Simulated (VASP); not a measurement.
# Na (P6_3/mmc) in VASP: a series of runs

The runs below take Na through electric field gradients, with PBEsol.

Everything below comes from runs of VASP 6.6.1. Logs are shortened: lines on timing, memory, paths and dates and some standing lists are left out, and cuts for length are marked.

**1. The cell of the first run**

Symmetry: P6_3/mmc, No. 194, hexagonal system. Conventional cell: a = 3.690 Å, b = 3.690 Å, c = 6.028 Å, α = 90.00°, β = 90.00°, γ = 120.00°. Na (site symmetry -6m2) has 12 Na at 3.69 Å within 4.8 Å.

This isn't the form of Na at room conditions, which is bcc.

**2. Electric field gradients, PBEsol (35.54 Å³/atom)**

The input, INCAR:

```
ALGO = Normal
EDIFF = 1E-8
ENCUT = 520
GGA = PS
ISIF = 2
ISMEAR = -1
LASPH = T
LCHARG = F
LEFG = T
LREAL = F
LWAVE = F
NBANDS = 14
NELM = 80
PREC = Accurate
SIGMA = 0.05
```

The input, KPOINTS:

```
k-points
0
Gamma
  13 13 7
```

The input, POSCAR:

```
Na
1.0
    3.6901018488      0.0000000000      0.0000000000
   -1.8450509244      3.1957219436      0.0000000000
    0.0000000000      0.0000000000      6.0283729130
Na
2
Direct
    0.3333333333      0.6666666667      0.2500000000
    0.6666666667      0.3333333333      0.7500000000
```

Potentials or basis: VASP PAW PBE potentials, release 64 (Na_pv).

The run is started by

```
> cat potpaw_PBE.64/Na_pv/POTCAR > POTCAR
> mpirun -np 1 vasp_std > vasp.out
```

OUTCAR:

```text
EDIFF = 1E-8
   ENCUT = 520
   GGA = PS
   ISIF = 2
   ISMEAR = -1
   LASPH = T
   LREAL = F
   NELM = 80
   PREC = Accurate

 ion  position               nearest neighbor table
   1  0.333  0.667  0.250-
   2  0.667  0.333  0.750-

  LATTYP: Found a hexagonal cell.
 ALAT       =     3.6901018488
 C/A-ratio  =     1.6336603053

  Lattice vectors:

 A1 = (   3.6901018488,   0.0000000000,   0.0000000000)
 A2 = (  -1.8450509244,   3.1957219436,   0.0000000000)
 A3 = (   0.0000000000,   0.0000000000,   6.0283729130)

Analysis of symmetry for initial positions (statically):
=====================================================================
 Subroutine PRICEL returns:
 Original cell was already a primitive cell.

 Routine SETGRP: Setting up the symmetry group for a
 hexagonal supercell.

 Subroutine GETGRP returns: Found 24 space group operations
 (whereof 12 operations were pure point group operations)
 out of a pool of 24 trial point group operations.

The static configuration has the point symmetry D_3d.
 The point group associated with its full space group is D_6h.

Analysis of symmetry for dynamics (positions and initial velocities):
=====================================================================
 Subroutine PRICEL returns:
 Original cell was already a primitive cell.

 Routine SETGRP: Setting up the symmetry group for a
 hexagonal supercell.

 Subroutine GETGRP returns: Found 24 space group operations
 (whereof 12 operations were pure point group operations)
 out of a pool of 24 trial point group operations.

The dynamic configuration has the point symmetry D_3d.
 The point group associated with its full space group is D_6h.

 Subroutine INISYM returns: Found 24 space group operations
 (whereof 12 operations are pure point group operations),
 and found     1 'primitive' translations

----------------------------------------------------------------------------------------

                                     Primitive cell

  volume of cell :      71.0898

  direct lattice vectors                    reciprocal lattice vectors
     3.690101849  0.000000000  0.000000000     0.270995230  0.156459169  0.000000000
    -1.845050924  3.195721944  0.000000000     0.000000000  0.312918338  0.000000000
     0.000000000  0.000000000  6.028372913     0.000000000  0.000000000  0.165882240

  length of vectors
     3.690101849  3.690101849  6.028372913     0.312918338  0.312918338  0.165882240

  position of ions in fractional coordinates (direct lattice)
     0.333333333  0.666666667  0.250000000
     0.666666667  0.333333333  0.750000000

  ion indices of the primitive-cell ions
   primitive index   ion index
                 1           1
                 2           2

----------------------------------------------------------------------------------------

 KPOINTS: k-points

Automatic generation of k-mesh.
 Grid dimensions read from file:
 generate k-points for:   13   13    7

 Generating k-lattice:

  Cartesian coordinates                     Fractional coordinates (reciprocal lattice)
     0.020845787  0.012035321  0.000000000     0.076923077  0.000000000  0.000000000
     0.000000000  0.024070641  0.000000000     0.000000000  0.076923077  0.000000000
     0.000000000  0.000000000  0.023697463     0.000000000  0.000000000  0.142857143

  Length of vectors
     0.024070641  0.024070641  0.023697463

  Shift w.r.t. Gamma in fractional coordinates (k-lattice)
     0.000000000  0.000000000  0.000000000

 Subroutine IBZKPT returns following result:
 ===========================================

 Found     84 irreducible k-points:

 Following reciprocal coordinates:
            Coordinates               Weight
  0.000000  0.000000  0.000000      1.000000
  0.076923  0.000000  0.000000      6.000000
  0.153846  0.000000  0.000000      6.000000
  0.230769  0.000000  0.000000      6.000000
  0.307692  0.000000  0.000000      6.000000
  0.384615  0.000000  0.000000      6.000000
[... 16 lines left out ...]
  0.076923  0.000000  0.142857     12.000000
  0.153846  0.000000  0.142857     12.000000
 [... further k-points ...]
   k-points           NKPTS =     84   k-points in BZ     NKDIM =     84   number of bands    NBANDS=     14
   number of dos      NEDOS =    301   number of ions     NIONS =      2
   total plane-waves  NPLWV =  37632
   dimension x,y,z NGX =    28 NGY =   28 NGZ =   48
   dimension x,y,z NGXF=    56 NGYF=   56 NGZF=   96
   ions per type =               2
   NGX,Y,Z   is equivalent  to a cutoff of  12.61, 12.61, 13.24 a.u.
   NGXF,Y,Z  is equivalent  to a cutoff of  25.23, 25.23, 26.47 a.u.
 SYSTEM =  unknown system
   PREC   = accura    normal or accurate (medium, high low for compatibility)
   ISTART =      0    job   : 0-new  1-cont  2-samecut
   ICHARG =      2    charge: 1-file 2-atom 10-const
   ISPIN  =      1    spin polarized calculation?
   LNONCOLLINEAR =      F non collinear calculations
   LSORBIT =      F    spin-orbit coupling
   LASPH  =      T    aspherical Exc in radial PAW
   ENCUT  =  520.0 eV  38.22 Ry    6.18 a.u.   6.86  6.86 11.21*2*pi/ulx,y,z
   NELM   =     80;   NELMIN=  2; NELMDL= -5     # of ELM steps
   EDIFF  = 0.1E-07   stopping-criterion for ELM
   LREAL  =      F    real-space projection
   EDIFFG = 0.1E-06   stopping-criterion for IOM
   NSW    =      0    number of steps for IOM
   IBRION =     -1    ionic relax: 0-MD 1-quasi-New 2-CG
   NFREE  =      0    steps in history (QN), initial steepest desc. (CG)
   ISIF   =      2    stress and relaxation
   ISYM   =      2    0-nonsym 1-usesym 2-fastsym
   POTIM  = 0.5000    time-step for ionic-motion
   TEBEG  =    0.0;   TEEND  =   0.0 temperature during run
   PSTRESS=    0.0 pullay stress
   NELECT =      14.0000    total number of electrons
   NUPDOWN=      -1.0000    fix difference up-down
   EMIN   =  10.00;   EMAX   =-10.00  energy-range for DOS
   EFERMI =   0.00;   METHOD = LEGACY
   ISMEAR =    -1;   SIGMA  =   0.05  broadening in eV -4-tet -1-fermi 0-gaus
   EFERMI_NEDOS =   21; number of points for ismear=-14 and -15
   IALGO  =     38    algorithm
   IMIX   =      4    mixing-type and parameters
     AMIX     =   0.40;   BMIX     =  1.00
     AMIX_MAG =   1.60;   BMIX_MAG =  1.00
  volume/ion in A,a.u.               =      35.54       239.87
  Fermi-wavevector in a.u.,A,eV,Ry     =   0.952464  1.799895 12.343026  0.907187
  Thomas-Fermi vector in A             =   2.081029
   LORBIT       =      0    0 simple, 1 ext, 2 COOP (PROOUT), +10 PAW based schemes
   GGA     = PS    functional components
   LHFCALC =     F    Hartree Fock is set to
   AEXX    =    0.0000 exact exchange contribution
   IVDW    =     0    specifies the selected vdW correction
   LEPSILON=     F    determine dielectric tensor
   LRPA    =     F    only Hartree local field effects (RPA)
 non-spin polarized calculation
  energy-cutoff  :      520.00
  volume of cell :       71.09
 maximum number of plane-waves:      1926
 NGX is ok and might be reduce to    28
   NGX = 13   NGY = 13   NGZ = 23

 number of electron      13.9999983 magnetization

 Free energy of the ion-electron system (eV)
  ---------------------------------------------------
  ext. energy  EPLUGINS =         0.00000000
  ---------------------------------------------------
  free energy    TOTEN  =        -2.80104913 eV

  energy without entropy =       -2.79350396  energy(sigma->0) =       -2.79727655

 E-fermi :   0.4192     XC(G=0):  -6.6126

 val. band max:        0.3719073346   @ k =   0.3077   0.2308   0.1429
 cond. band min:       0.4459525645   @ k =   0.1538   0.0000   0.1429
 fundamental gap:      0.0740452298
 Fermi energy:         0.4192138778

 k-point     1 :       0.0000    0.0000    0.0000
  band No.  band energies     occupation
      1     -24.3620      2.00000
      2     -24.3269      2.00000
      3     -24.3269      2.00000
      4     -24.3212      2.00000
      5     -24.3212      2.00000
      6     -24.3207      2.00000
      7      -2.9419      2.00000
      8       0.9735      0.00003
      9       1.4355      0.00000
     10      10.6450      0.00000
     11      10.6450      0.00000
     12      11.0657      0.00000
     13      11.0657      0.00000
     14      11.1401      0.00000

 k-point     2 :       0.0769    0.0000    0.0000
  band No.  band energies     occupation
      1     -24.3612      2.00000
      2     -24.3287      2.00000
      3     -24.3275      2.00000
      4     -24.3231      2.00000
      5     -24.3215      2.00000
      6     -24.3210      2.00000
      7      -2.8517      2.00000
      8       1.0531      0.00001
      9       1.5230      0.00000
     10       9.0970      0.00000
     11       9.9670      0.00000
     12      10.4165      0.00000
     13      11.8357      0.00000
     14      11.9251      0.00000

 k-point     3 :       0.1538    0.0000    0.0000
  band No.  band energies     occupation
      1     -24.3589      2.00000
      2     -24.3336      2.00000
      3     -24.3290      2.00000
      4     -24.3281      2.00000
      5     -24.3224      2.00000
      6     -24.3219      2.00000
      7      -2.5819      2.00000
      8       1.2919      0.00000
      9       1.7820      0.00000
     10       7.3152      0.00000
     11       9.2492      0.00000
     12       9.4663      0.00000
     13      10.7672      0.00000
     14      11.7550      0.00000
[... 324 lines left out ...]
 k-point    23 :       0.0769    0.0000    0.1429
  band No.  band energies     occupation
      1     -24.3592      2.00000
      2     -24.3284      2.00000
      3     -24.3272      2.00000
      4     -24.3244      2.00000
      5     -24.3220      2.00000
      6     -24.3218      2.00000
      7      -2.7643      2.00000
      8       0.1934      1.97837
      9       2.5287      0.00000
     10       9.1534      0.00000
     11      10.0352      0.00000
     12      10.3361      0.00000
     13      10.7069      0.00000
     14      11.7831      0.00000

 k-point    24 :       0.1538    0.0000    0.1429
  band No.  band energies     occupation
      1     -24.3573      2.00000
      2     -24.3332      2.00000
      3     -24.3293      2.00000
      4     -24.3287      2.00000
      5     -24.3228      2.00000
      6     -24.3227      2.00000
      7      -2.4950      2.00000
      8       0.4460      0.73881
      9       2.7719      0.00000
     10       7.3887      0.00000
     11       9.3196      0.00000
     12       9.3628      0.00000
     13      10.2214      0.00000
     14      11.2720      0.00000

 [... further k-points ...]
[... 5 lines left out ...]
  --------------------------------------------------------------------------------------
  -------------------------------------------------------------------------------------
  Total        0.0633251      0.0633251      0.1266807      0.0000000      0.0000000      0.0000000
  in kB        1.4271815      1.4271815      2.8550485      0.0000000      0.0000000      0.0000000
  external PRESSURE =       1.9031372 kB  Pullay stress =       0.0000000 kB

 VOLUME and BASIS-vectors are now :
 -----------------------------------------------------------------------------
  energy-cutoff  :      520.00
  volume of cell :       71.09
      direct lattice vectors                 reciprocal lattice vectors
     3.690101849  0.000000000  0.000000000     0.270995230  0.156459169  0.000000000
    -1.845050924  3.195721944  0.000000000     0.000000000  0.312918338  0.000000000
     0.000000000  0.000000000  6.028372913     0.000000000  0.000000000  0.165882240

 POSITION                                       TOTAL-FORCE (eV/Angst)
 -----------------------------------------------------------------------------------
     -0.00000      2.13048      1.50709        -0.000000     -0.000000     -0.000000
      1.84505      1.06524      4.52128         0.000000      0.000000      0.000000
 -----------------------------------------------------------------------------------
    total drift:                               -0.000000      0.000000      0.000000

  FREE ENERGIE OF THE ION-ELECTRON SYSTEM (eV)
  ---------------------------------------------------
  free  energy   TOTEN  =        -2.8010491277 eV

  energy  without entropy=       -2.7935039639  energy(sigma->0) =       -2.79727655

 Electric field gradients (V/A^2)
---------------------------------------------------------------------
 ion       V_xx      V_yy      V_zz      V_xy      V_xz      V_yz
---------------------------------------------------------------------
   1       0.140     0.144    -0.283     0.003     0.000    -0.000
   2       0.140     0.144    -0.283     0.003    -0.000     0.000
---------------------------------------------------------------------

 Electric field gradients after diagonalization (V/A^2)
 (convention: |V_zz| > |V_xx| > |V_yy|)
----------------------------------------------------------------------
 ion       V_xx      V_yy      V_zz     asymmetry (V_yy - V_xx)/ V_zz
----------------------------------------------------------------------
   1       0.146     0.138    -0.283       0.028
   2       0.146     0.138    -0.283       0.028
----------------------------------------------------------------------

           NMR quadrupolar parameters

 Cq : quadrupolar parameter    Cq=e*Q*V_zz/h
 eta: asymmetry parameters     (V_yy - V_xx)/ V_zz
 Q  : nuclear electric quadrupole moment in mb (millibarn)
----------------------------------------------------------------------
 ion       Cq(MHz)       eta       Q (mb)
----------------------------------------------------------------------
   1      -0.001       0.028       1.000
   2      -0.001       0.028       1.000
----------------------------------------------------------------------
```

Wall time 38 s (1 thread of Intel Xeon Platinum 8488C (Sapphire Rapids), shared host); peak memory 0.21 GiB.

Results:

```
Free energy                             : -2.8010 eV
Pressure                                : 0.2 GPa
Band gap on the k mesh                  : zero (bands 7 and 8 overlap by 3.45 eV)
Largest electric field gradient by atom : Na -0.28 V/Å²
```

Caveat: without QUAD_EFG the Cq values of the log hold for a quadrupole moment of 1 mb, not for the nuclei; the PAW data sets were made with another functional, which shifts forces and pressure a little.

**3. Electric field gradients, PBEsol (35.54 Å³/atom)**

The input, INCAR:

```
SYSTEM = Na
ALGO = Normal
EDIFF = 1E-8
ENCUT = 520
GGA = PS
ISIF = 2
ISMEAR = -1
LASPH = .TRUE.
LCHARG = .FALSE.
LEFG = .TRUE.
LREAL = .FALSE.
LWAVE = .FALSE.
NBANDS = 14
NELM = 100
PREC = Accurate
SIGMA = 0.05
```

The input, KPOINTS:

```
k-points
0
G
  13 13 7
  0 0 0
```

POSCAR is that of step 2.

Potentials or basis: VASP PAW PBE potentials, release 64 (Na_pv).

The run is started by

```
> cat potpaw_PBE.64/Na_pv/POTCAR > POTCAR
> mpirun -np 1 vasp_std > vasp.out
```

OUTCAR:

```text
SYSTEM = Na
   EDIFF = 1E-8
   ENCUT = 520
   GGA = PS
   ISIF = 2
   ISMEAR = -1
   LASPH = .TRUE.
   LREAL = .FALSE.
   NELM = 100
   PREC = Accurate

 ion  position               nearest neighbor table
   1  0.333  0.667  0.250-
   2  0.667  0.333  0.750-

  LATTYP: Found a hexagonal cell.
 ALAT       =     3.6901018488
 C/A-ratio  =     1.6336603053

  Lattice vectors:

 A1 = (   3.6901018488,   0.0000000000,   0.0000000000)
 A2 = (  -1.8450509244,   3.1957219436,   0.0000000000)
 A3 = (   0.0000000000,   0.0000000000,   6.0283729130)

Analysis of symmetry for initial positions (statically):
=====================================================================
 Subroutine PRICEL returns:
 Original cell was already a primitive cell.

 Routine SETGRP: Setting up the symmetry group for a
[... 599 lines left out ...]
  energy-cutoff  :      520.00
  volume of cell :       71.09
      direct lattice vectors                 reciprocal lattice vectors
     3.690101849  0.000000000  0.000000000     0.270995230  0.156459169  0.000000000
    -1.845050924  3.195721944  0.000000000     0.000000000  0.312918338  0.000000000
     0.000000000  0.000000000  6.028372913     0.000000000  0.000000000  0.165882240

 POSITION                                       TOTAL-FORCE (eV/Angst)
 -----------------------------------------------------------------------------------
     -0.00000      2.13048      1.50709        -0.000000     -0.000000     -0.000000
      1.84505      1.06524      4.52128         0.000000      0.000000      0.000000
 -----------------------------------------------------------------------------------
    total drift:                               -0.000000      0.000000      0.000000

  FREE ENERGIE OF THE ION-ELECTRON SYSTEM (eV)
  ---------------------------------------------------
  free  energy   TOTEN  =        -2.8010491277 eV

  energy  without entropy=       -2.7935039639  energy(sigma->0) =       -2.79727655

 Electric field gradients (V/A^2)
---------------------------------------------------------------------
 ion       V_xx      V_yy      V_zz      V_xy      V_xz      V_yz
---------------------------------------------------------------------
   1       0.140     0.144    -0.283     0.003     0.000    -0.000
   2       0.140     0.144    -0.283     0.003    -0.000     0.000
---------------------------------------------------------------------

 Electric field gradients after diagonalization (V/A^2)
 (convention: |V_zz| > |V_xx| > |V_yy|)
----------------------------------------------------------------------
 ion       V_xx      V_yy      V_zz     asymmetry (V_yy - V_xx)/ V_zz
----------------------------------------------------------------------
   1       0.146     0.138    -0.283       0.028
   2       0.146     0.138    -0.283       0.028
----------------------------------------------------------------------

           NMR quadrupolar parameters

 Cq : quadrupolar parameter    Cq=e*Q*V_zz/h
 eta: asymmetry parameters     (V_yy - V_xx)/ V_zz
 Q  : nuclear electric quadrupole moment in mb (millibarn)
----------------------------------------------------------------------
 ion       Cq(MHz)       eta       Q (mb)
----------------------------------------------------------------------
   1      -0.001       0.028       1.000
   2      -0.001       0.028       1.000
----------------------------------------------------------------------
```

Run time: 38 s. Hardware: 1 thread of Intel Xeon Platinum 8488C (Sapphire Rapids), shared host; peak memory 0.21 GiB.

What came out:

| Item | Value |
| --- | --- |
| Free energy | -2.8010 eV |
| Pressure | 0.2 GPa |
| Band gap on the k mesh | zero (bands 7 and 8 overlap by 3.45 eV) |
| Largest electric field gradient by atom | Na -0.28 V/Å² |

Stress tensor (GPa, compression positive):
```
0.14 0.00 0.00
0.00 0.14 0.00
0.00 0.00 0.29
```

Caveat: without QUAD_EFG the Cq values of the log hold for a quadrupole moment of 1 mb, not for the nuclei; the PAW data sets were made with another functional, which shifts forces and pressure a little.

The gap in the log of VASP goes by the Fermi energy; the results here count the filled bands.